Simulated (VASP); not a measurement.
A run of VASP 6.6.1 is set up as follows.

POSCAR

```
FeCo3
1.0
    3.5370922735      0.0000000000      0.0000000000
    0.0000000000      3.5370922735      0.0000000000
    0.0000000000      0.0000000000      3.5370922735
Fe Co
1 3
Direct
    0.0000000000      0.0000000000      0.0000000000
    0.5000000000      0.5000000000      0.0000000000
    0.5000000000      0.0000000000      0.5000000000
    0.0000000000      0.5000000000      0.5000000000
```

File INCAR.step1:

```
PREC = Accurate
ENCUT = 520
ISMEAR = 0
SIGMA = 0.1
LREAL = F
LASPH = T
NELM = 150
ISPIN = 2
MAGMOM = 4 3 3 3
LMAXMIX = 4
NBANDS = 30
GGA = PE
ALGO = Normal
EDIFF = 1E-4
LWAVE = T
LCHARG = F
```

Contents of INCAR.step2:

```
PREC = Accurate
ENCUT = 520
EDIFF = 1E-6
ISMEAR = 0
SIGMA = 0.1
LREAL = F
LASPH = T
NELM = 150
ALGO = Normal
ISIF = 2
LWAVE = F
LCHARG = F
ISPIN = 2
MAGMOM = 4 3 3 3
LORBIT = 11
LMAXMIX = 4
METAGGA = R2SCAN
LMIXTAU = T
NBANDS = 30
ISTART = 1
```

Contents of KPOINTS:

```
Automatic mesh
0
Gamma
  12 12 12
```

Potentials or basis: VASP PAW PBE potentials, release 64 (Fe, Co).

Run with:

```console
$ cat potpaw_PBE.64/Fe/POTCAR potpaw_PBE.64/Co/POTCAR > POTCAR
$ cp INCAR.step1 INCAR
$ mpirun -np 1 vasp_std > vasp.out
$ cp INCAR.step2 INCAR
$ mpirun -np 1 vasp_std > vasp.out
```

Q: What does it give for the net moment?

A: 8.14 μB per cell.

Q: Predict the pressure.

A: -0.1 GPa.

Q: Estimate the site moments.

A: Fe +2.87; Co +1.83 μB.

Caveat: the PAW data sets were made with another functional, which shifts forces and pressure a little.
